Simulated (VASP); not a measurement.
A run of VASP 6.6.1:

INCAR

```
PREC     = Accurate       # precision mode
ENCUT    = 520            # plane-wave cutoff, eV
EDIFF    = 1E-7           # SCF threshold, eV
ISMEAR   = 0              # smearing method
SIGMA    = 0.1            # smearing width, eV
LREAL    = False          # projectors in reciprocal space
LASPH    = True           # aspherical terms in the spheres
NELM     = 100            # most SCF steps
ALGO     = Normal         # electronic algorithm
ISIF     = 2              # what is computed and relaxed
LWAVE    = False          # write WAVECAR
LCHARG   = True           # write CHGCAR
GGA      = PE             # functional
LELF     = True           # ELF
LVHAR    = True         
NBANDS   = 13             # bands
```

KPOINTS

```
Automatic mesh
0
Gamma
  14 14 14
```

Contents of POSCAR:

```
Pb
1.0
    0.0000000000      2.5195444312      2.5195444312
    2.5195444312      0.0000000000      2.5195444312
    2.5195444312      2.5195444312      0.0000000000
Pb
1
Direct
    0.0000000000      0.0000000000      0.0000000000
```

Potentials or basis: VASP PAW PBE potentials, release 64 (Pb_d).

Command:

```sh
$ cat potpaw_PBE.64/Pb_d/POTCAR > POTCAR
$ mpirun -np 1 vasp_std > vasp.out
```

Hardware: 1 thread of AMD EPYC 9R14 (Zen 4) (shared host).

Q: How long does it take, and how much memory?

A: It took 24 s on 1 thread of AMD EPYC 9R14 (Zen 4) (shared host), peak memory 0.15 GiB. Counts: scf iterations 11, k points 104.
